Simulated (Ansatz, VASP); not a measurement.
# One calculation of KMgF3, two programs

```
K Mg F
1.0
     3.82646    0.00000    0.00000
     0.00000    3.82646    0.00000
     0.00000    0.00000    3.98590
K Mg F
1 1 3
Direct
  0.50000 0.50000 0.50000
  0.00000 0.00000 0.00000
  0.50000 0.00000 0.00000
  0.00000 0.50000 0.00000
  0.00000 0.00000 0.50000
```

Change from the starting cell: strain -0.040 along x and y, +0.000 along z, atoms carried along.

Alike in both runs: task single point; functional PBE; k mesh 6 × 6 × 6; occupations gaussian, width 0.05 eV; no spin polarisation.

```csv
,VASP,Ansatz
version,VASP 6.6.1,Ansatz 0.2.0
potentials or method,"VASP PAW PBE potentials, release 64 (K_sv, Mg, F), cutoff 520 eV","scalar-relativistic, plane waves, PAW"
valence electrons in the cell,32,40
```

|  | VASP | Ansatz | Ansatz less VASP |
| --- | --- | --- | --- |
| gap on the k mesh at the Fermi level (eV) | 7.91 | 7.94 | +0.029 |
| least direct gap on the mesh (eV) | 8.26 | 8.29 | +0.026 |
| pressure (GPa) | 11.6 | 12.0 | +0.40 |
| traceless stress, the component that is largest in VASP (GPa) | -3.87 | -3.84 | +0.033 |

The functional is the same, so the differences come from potentials, cutoffs and numerics. VASP's potentials hold 32 valence electrons a cell and Ansatz's 40, so a difference there can come from the potentials and not from the codes.
